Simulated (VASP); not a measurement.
# Hf2TeW2S (P-3m1) in VASP: a series of runs

The runs below take Hf2TeW2S through single point, with PBE.

Everything below comes from runs of VASP 6.6.1. Logs are shortened: lines on timing, memory, paths and dates and some standing lists are left out, and cuts for length are marked.

### 1 The cell of the first run

The structure is trigonal, space group P-3m1 (No. 164). The conventional cell has a = 4.685 Å, b = 4.685 Å, c = 6.078 Å, α = 90.00°, β = 90.00°, γ = 120.00°. Within 3.7 Å of Hf (site symmetry 3m) lie 5 W at 2.78 to 3.30 Å and 3 S at 2.80 Å and 3 Hf at 3.05 Å and 3 Te at 3.57 Å. Te (site symmetry -3m) has 6 W at 2.74 Å and 2 S at 3.04 Å and 6 Hf at 3.57 Å within 3.6 Å. Within 3.6 Å of W (site symmetry 3m) lie 3 Te at 2.74 Å and 5 Hf at 2.78 to 3.30 Å and 3 W at 2.85 Å. Within 3.7 Å of S (site symmetry -3m) lie 6 Hf at 2.80 Å and 2 Te at 3.04 Å.

### 2 Single point, PBE

The input, INCAR:

```
SYSTEM = Hf2TeW2S
  PREC = Accurate
  ENCUT = 520
  EDIFF = 1E-6
  ISMEAR = 0
  SIGMA = 0.1
  LREAL = .False.
  LASPH = .True.
  NELM = 80
  ALGO = Normal
  ISIF = 2
  LWAVE = .False.
  LCHARG = .False.
  GGA = PE
  NBANDS = 39
```

The input, KPOINTS:

```
regular mesh
0
Gamma
  12 12 6
  0 0 0
```

The input, POSCAR:

```
Hf2TeW2S
1.0
    4.6848938004      0.0000000000      0.0000000000
   -2.3424469002      4.0572370452      0.0000000000
    0.0000000000      0.0000000000      6.0783442858
Hf Te W S
2 1 2 1
Direct
    0.3333333333      0.6666666667      0.6167188336
    0.6666666667      0.3333333333      0.3832811664
    0.0000000000      0.0000000000      0.0000000000
    0.3333333333      0.6666666667      0.0739796297
    0.6666666667      0.3333333333      0.9260203703
    0.0000000000      0.0000000000      0.5000000000
```

Potentials or basis: VASP PAW PBE potentials, release 64 (Hf_pv, Te, W_sv, S).

On the command line:

```
cat potpaw_PBE.64/Hf_pv/POTCAR potpaw_PBE.64/Te/POTCAR potpaw_PBE.64/W_sv/POTCAR potpaw_PBE.64/S/POTCAR > POTCAR
mpirun -np 1 vasp_std > vasp.out
```

OUTCAR:

```text
SYSTEM = Hf2TeW2S
   PREC = Accurate
   ENCUT = 520
   EDIFF = 1E-6
   ISMEAR = 0
   LREAL = .False.
   LASPH = .True.
   NELM = 80
   ISIF = 2
   GGA = PE

 ion  position               nearest neighbor table
   1  0.333  0.667  0.617-   4 2.78   6 2.80   6 2.80   6 2.80   2 3.05   2 3.05   2 3.05   5 3.29
                             5 3.29   5 3.29   4 3.30   3 3.57   3 3.57   3 3.57
   2  0.667  0.333  0.383-   5 2.78   6 2.80   6 2.80   6 2.80   1 3.05   1 3.05   1 3.05   4 3.29
                             4 3.29   4 3.29   5 3.30   3 3.57   3 3.57   3 3.57
   3  0.000  0.000  0.000-   4 2.74   5 2.74   5 2.74   4 2.74   5 2.74   4 2.74   6 3.04   6 3.04
                             1 3.57   2 3.57   1 3.57   2 3.57   2 3.57   1 3.57
   4  0.333  0.667  0.074-   3 2.74   3 2.74   3 2.74   1 2.78   5 2.85   5 2.85   5 2.85   2 3.29
                             2 3.29   2 3.29   1 3.30
   5  0.667  0.333  0.926-   3 2.74   3 2.74   3 2.74   2 2.78   4 2.85   4 2.85   4 2.85   1 3.29
                             1 3.29   1 3.29   2 3.30
   6  0.000  0.000  0.500-   1 2.80   2 2.80   2 2.80   1 2.80   2 2.80   1 2.80   3 3.04   3 3.04

  LATTYP: Found a hexagonal cell.
 ALAT       =     4.6848938004
 C/A-ratio  =     1.2974348074

  Lattice vectors:

 A1 = (   4.6848938004,   0.0000000000,   0.0000000000)
 A2 = (  -2.3424469002,   4.0572370452,   0.0000000000)
 A3 = (   0.0000000000,   0.0000000000,   6.0783442858)

Analysis of symmetry for initial positions (statically):
=====================================================================
 Subroutine PRICEL returns:
 Original cell was already a primitive cell.

 Routine SETGRP: Setting up the symmetry group for a
 hexagonal supercell.

 Subroutine GETGRP returns: Found 12 space group operations
 (whereof 12 operations were pure point group operations)
 out of a pool of 24 trial point group operations.

The static configuration has the point symmetry D_3d.

Analysis of symmetry for dynamics (positions and initial velocities):
=====================================================================
 Subroutine PRICEL returns:
 Original cell was already a primitive cell.

 Routine SETGRP: Setting up the symmetry group for a
 hexagonal supercell.

 Subroutine GETGRP returns: Found 12 space group operations
 (whereof 12 operations were pure point group operations)
 out of a pool of 24 trial point group operations.

The dynamic configuration has the point symmetry D_3d.

 Subroutine INISYM returns: Found 12 space group operations
 (whereof 12 operations are pure point group operations),
 and found     1 'primitive' translations

----------------------------------------------------------------------------------------

                                     Primitive cell

  volume of cell :     115.5355

  direct lattice vectors                    reciprocal lattice vectors
     4.684893800  0.000000000  0.000000000     0.213452010  0.123236576  0.000000000
    -2.342446900  4.057237045  0.000000000     0.000000000  0.246473151  0.000000000
     0.000000000  0.000000000  6.078344286     0.000000000  0.000000000  0.164518486

  length of vectors
     4.684893800  4.684893800  6.078344286     0.246473151  0.246473151  0.164518486

  position of ions in fractional coordinates (direct lattice)
     0.333333333  0.666666667  0.616718834
     0.666666667  0.333333333  0.383281166
     0.000000000  0.000000000  0.000000000
     0.333333333  0.666666667  0.073979630
     0.666666667  0.333333333  0.926020370
     0.000000000  0.000000000  0.500000000

  ion indices of the primitive-cell ions
   primitive index   ion index
                 1           1
                 2           2
                 3           3
                 4           4
                 5           5
                 6           6

----------------------------------------------------------------------------------------

 KPOINTS: regular mesh

Automatic generation of k-mesh.
 Grid dimensions read from file:
 generate k-points for:   12   12    6

 Generating k-lattice:

  Cartesian coordinates                     Fractional coordinates (reciprocal lattice)
     0.017787668  0.010269715  0.000000000     0.083333333  0.000000000  0.000000000
     0.000000000  0.020539429  0.000000000     0.000000000  0.083333333  0.000000000
     0.000000000  0.000000000  0.027419748     0.000000000  0.000000000  0.166666667

  Length of vectors
     0.020539429  0.020539429  0.027419748

  Shift w.r.t. Gamma in fractional coordinates (k-lattice)
     0.000000000  0.000000000  0.000000000

 Subroutine IBZKPT returns following result:
 ===========================================

 Found    100 irreducible k-points:

 Following reciprocal coordinates:
            Coordinates               Weight
  0.000000  0.000000  0.000000      1.000000
  0.083333  0.000000  0.000000      6.000000
  0.166667 -0.000000  0.000000      6.000000
  0.250000  0.000000  0.000000      6.000000
  0.333333 -0.000000  0.000000      6.000000
  0.416667 -0.000000  0.000000      6.000000
[... 16 lines left out ...]
  0.166667 -0.000000  0.166667      6.000000
  0.000000  0.166667  0.166667      6.000000
 [... further k-points ...]
   k-points           NKPTS =    100   k-points in BZ     NKDIM =    100   number of bands    NBANDS=     39
   number of dos      NEDOS =    301   number of ions     NIONS =      6
   total plane-waves  NPLWV =  62208
   dimension x,y,z NGX =    36 NGY =   36 NGZ =   48
   dimension x,y,z NGXF=    72 NGYF=   72 NGZF=   96
   ions per type =               2   1   2   1
   NGX,Y,Z   is equivalent  to a cutoff of  12.77, 12.77, 13.13 a.u.
   NGXF,Y,Z  is equivalent  to a cutoff of  25.55, 25.55, 26.26 a.u.
 SYSTEM =  Hf2TeW2S
   PREC   = accura    normal or accurate (medium, high low for compatibility)
   ISTART =      0    job   : 0-new  1-cont  2-samecut
   ICHARG =      2    charge: 1-file 2-atom 10-const
   ISPIN  =      1    spin polarized calculation?
   LNONCOLLINEAR =      F non collinear calculations
   LSORBIT =      F    spin-orbit coupling
   LASPH  =      T    aspherical Exc in radial PAW
   ENCUT  =  520.0 eV  38.22 Ry    6.18 a.u.   8.71  8.71 11.30*2*pi/ulx,y,z
   NELM   =     80;   NELMIN=  2; NELMDL= -5     # of ELM steps
   EDIFF  = 0.1E-05   stopping-criterion for ELM
   LREAL  =      F    real-space projection
   EDIFFG = 0.1E-04   stopping-criterion for IOM
   NSW    =      0    number of steps for IOM
   IBRION =     -1    ionic relax: 0-MD 1-quasi-New 2-CG
   NFREE  =      0    steps in history (QN), initial steepest desc. (CG)
   ISIF   =      2    stress and relaxation
   ISYM   =      2    0-nonsym 1-usesym 2-fastsym
   POTIM  = 0.5000    time-step for ionic-motion
   TEBEG  =    0.0;   TEEND  =   0.0 temperature during run
   PSTRESS=    0.0 pullay stress
   NELECT =      60.0000    total number of electrons
   NUPDOWN=      -1.0000    fix difference up-down
   EMIN   =  10.00;   EMAX   =-10.00  energy-range for DOS
   EFERMI =   0.00;   METHOD = LEGACY
   ISMEAR =     0;   SIGMA  =   0.10  broadening in eV -4-tet -1-fermi 0-gaus
   EFERMI_NEDOS =   21; number of points for ismear=-14 and -15
   IALGO  =     38    algorithm
   IMIX   =      4    mixing-type and parameters
     AMIX     =   0.40;   BMIX     =  1.00
     AMIX_MAG =   1.60;   BMIX_MAG =  1.00
  volume/ion in A,a.u.               =      19.26       129.95
  Fermi-wavevector in a.u.,A,eV,Ry     =   1.315892  2.486674 23.559449  1.731571
  Thomas-Fermi vector in A             =   2.446042
   LORBIT       =      0    0 simple, 1 ext, 2 COOP (PROOUT), +10 PAW based schemes
   GGA     = PE    functional components
   LHFCALC =     F    Hartree Fock is set to
   AEXX    =    0.0000 exact exchange contribution
   IVDW    =     0    specifies the selected vdW correction
   LEPSILON=     F    determine dielectric tensor
   LRPA    =     F    only Hartree local field effects (RPA)
 non-spin polarized calculation
 Gauss-broadening in eV      SIGMA  =   0.10
  energy-cutoff  :      520.00
  volume of cell :      115.54
 maximum number of plane-waves:      3144
 NGX is ok and might be reduce to    36
   NGX = 17   NGY = 17   NGZ = 23

 number of electron      59.9999992 magnetization

 Free energy of the ion-electron system (eV)
  ---------------------------------------------------
  ext. energy  EPLUGINS =         0.00000000
  ---------------------------------------------------
  free energy    TOTEN  =       -51.38800942 eV

  energy without entropy =      -51.35940137  energy(sigma->0) =      -51.37370539

 E-fermi :   8.4730     XC(G=0): -11.8297

 val. band max:        8.4713088805   @ k =  -0.0833   0.4167   0.1667
 cond. band min:       8.4736841472   @ k =   0.4167  -0.0000   0.0000
 fundamental gap:      0.0023752668
 Fermi energy:         8.4730023507

 k-point     1 :       0.0000    0.0000    0.0000
  band No.  band energies     occupation
      1     -65.5052      2.00000
      2     -65.4508      2.00000
      3     -29.9482      2.00000
      4     -29.9482      2.00000
      5     -29.6258      2.00000
      6     -29.6243      2.00000
[... 31 lines left out ...]
     38      12.5064      0.00000
     39      12.5064      0.00000

 k-point     2 :       0.0833    0.0000    0.0000
  band No.  band energies     occupation
      1     -65.5044      2.00000
      2     -65.4517      2.00000
      3     -29.9514      2.00000
      4     -29.9470      2.00000
      5     -29.6422      2.00000
      6     -29.6234      2.00000
[... 31 lines left out ...]
     38      12.3732      0.00000
     39      12.4218      0.00000

 k-point     3 :       0.1667   -0.0000    0.0000
  band No.  band energies     occupation
      1     -65.5020      2.00000
      2     -65.4540      2.00000
      3     -29.9600      2.00000
      4     -29.9431      2.00000
      5     -29.6718      2.00000
      6     -29.6170      2.00000
[... 832 lines left out ...]
 k-point    23 :       0.1667   -0.0000    0.1667
  band No.  band energies     occupation
      1     -65.5020      2.00000
      2     -65.4540      2.00000
      3     -29.9600      2.00000
      4     -29.9430      2.00000
      5     -29.6712      2.00000
      6     -29.6160      2.00000
[... 31 lines left out ...]
     38      11.8356      0.00000
     39      12.1084      0.00000

 k-point    24 :       0.0000    0.1667    0.1667
  band No.  band energies     occupation
      1     -65.5020      2.00000
      2     -65.4540      2.00000
      3     -29.9599      2.00000
      4     -29.9430      2.00000
      5     -29.6713      2.00000
      6     -29.6159      2.00000
[... 31 lines left out ...]
     38      12.0786      0.00000
     39      12.2250      0.00000

 [... further k-points ...]

------------------------ aborting loop because EDIFF is reached ----------------------------------------

  FORCE on cell =-STRESS in cart. coord.  units (eV):
  Direction    XX          YY          ZZ          XY          YZ          ZX
  --------------------------------------------------------------------------------------
  -------------------------------------------------------------------------------------
  Total       -0.2323360     -0.2323360     -0.3099282      0.0000000      0.0000000      0.0000000
  in kB       -3.2218976     -3.2218976     -4.2978990      0.0000000      0.0000000      0.0000000
  external PRESSURE =      -3.5805647 kB  Pullay stress =       0.0000000 kB

 VOLUME and BASIS-vectors are now :
 -----------------------------------------------------------------------------
  energy-cutoff  :      520.00
  volume of cell :      115.54
      direct lattice vectors                 reciprocal lattice vectors
     4.684893800  0.000000000  0.000000000     0.213452010  0.123236576  0.000000000
    -2.342446900  4.057237045  0.000000000     0.000000000  0.246473151  0.000000000
     0.000000000  0.000000000  6.078344286     0.000000000  0.000000000  0.164518486

 POSITION                                       TOTAL-FORCE (eV/Angst)
 -----------------------------------------------------------------------------------
     -0.00000      2.70482      3.74863        -0.000000      0.000000      0.009576
      2.34245      1.35241      2.32971         0.000000      0.000000     -0.009576
      0.00000      0.00000      0.00000         0.000000      0.000000      0.000000
     -0.00000      2.70482      0.44967        -0.000000      0.000000     -0.010241
      2.34245      1.35241      5.62867         0.000000     -0.000000      0.010241
      0.00000      0.00000      3.03917         0.000000      0.000000      0.000000
 -----------------------------------------------------------------------------------
    total drift:                                0.000000     -0.000000      0.000000

  FREE ENERGIE OF THE ION-ELECTRON SYSTEM (eV)
  ---------------------------------------------------
  free  energy   TOTEN  =       -51.3880094166 eV

  energy  without entropy=      -51.3594013706  energy(sigma->0) =      -51.37370539
```

It took 8.2 min on 1 thread of AMD EPYC 7R13 (Zen 3), shared host; peak memory 0.52 GiB.

Results:

| Item | Value |
| --- | --- |
| Free energy | -51.3880 eV |
| Pressure | -0.4 GPa |
| Largest force | 0.010 eV/Å |
| Band gap on the k mesh | zero (band 30 reaches 8.94 eV, above the bottom of band 31 at 8.23 eV) |

Forces in eV/Å, atoms in the order of the input:
```
Hf   0.000  0.000  0.010
Hf   0.000  0.000 -0.010
Te   0.000  0.000  0.000
W    0.000  0.000 -0.010
W    0.000  0.000  0.010
S    0.000  0.000  0.000
```

Caveat: spin-orbit coupling is left out, which moves the levels of the heavy elements.

### 3 Single point, PBE

The input, INCAR:

```
PREC = Accurate
ENCUT = 520
EDIFF = 1E-6
ISMEAR = 0
SIGMA = 0.1
LREAL = False
LASPH = True
NELM = 100
ALGO = Normal
ISIF = 2
LWAVE = False
LCHARG = True
GGA = PE
LELF = True
LVHAR = True
NBANDS = 39
```

The input, KPOINTS:

```
regular mesh
0
Gamma
  12 12 6
```

POSCAR is that of step 2.

Potentials or basis: VASP PAW PBE potentials, release 64 (Hf_pv, Te, W_sv, S).

On the command line:

```
cat potpaw_PBE.64/Hf_pv/POTCAR potpaw_PBE.64/Te/POTCAR potpaw_PBE.64/W_sv/POTCAR potpaw_PBE.64/S/POTCAR > POTCAR
mpirun -np 1 vasp_std > vasp.out
```

It took 15 min on 1 thread of AMD EPYC 7R13 (Zen 3), shared host; peak memory 0.51 GiB.

Results (log left out):

```yaml
Free_energy: -51.3880 eV
Pressure: -0.4 GPa
Largest_force: 0.010 eV/Å
Band_gap_on_the_k_mesh: zero (band 30 reaches 8.94 eV, above the bottom of band 31 at 8.23 eV)
```

Forces in eV/Å, atoms in the order of the input:
```
Hf   0.000  0.000  0.010
Hf   0.000  0.000 -0.010
Te   0.000  0.000  0.000
W    0.000  0.000 -0.010
W    0.000  0.000  0.010
S    0.000  0.000  0.000
```

Stress tensor (GPa, compression positive):
```
-0.32  0.00  0.00
 0.00 -0.32  0.00
 0.00  0.00 -0.43
```

Levels at points of the mesh, in eV from the Fermi level:
| k point | band 26 | band 27 | band 28 | band 29 | band 30 | band 31 | band 32 | band 33 | band 34 | band 35 |
| --- | --- | --- | --- | --- | --- | --- | --- | --- | --- | --- |
| (0.00, 0.00, 0.00) | -0.95 | -0.95 | -0.61 | -0.61 | 0.13 | 0.49 | 1.32 | 1.73 | 1.73 | 2.58 |
| (0.50, 0.00, 0.00) | -2.12 | -1.63 | -1.01 | -0.15 | 0.04 | 0.26 | 0.53 | 1.38 | 1.61 | 1.96 |
| (0.00, 0.00, 0.50) | -1.68 | -1.46 | -1.46 | -0.10 | -0.02 | -0.02 | 0.71 | 0.83 | 0.86 | 0.86 |
| (0.50, 0.00, 0.50) | -1.92 | -1.80 | -1.37 | -0.22 | -0.21 | 0.02 | 0.09 | 0.83 | 1.06 | 1.14 |

Caveat: spin-orbit coupling is left out, which moves the levels of the heavy elements.
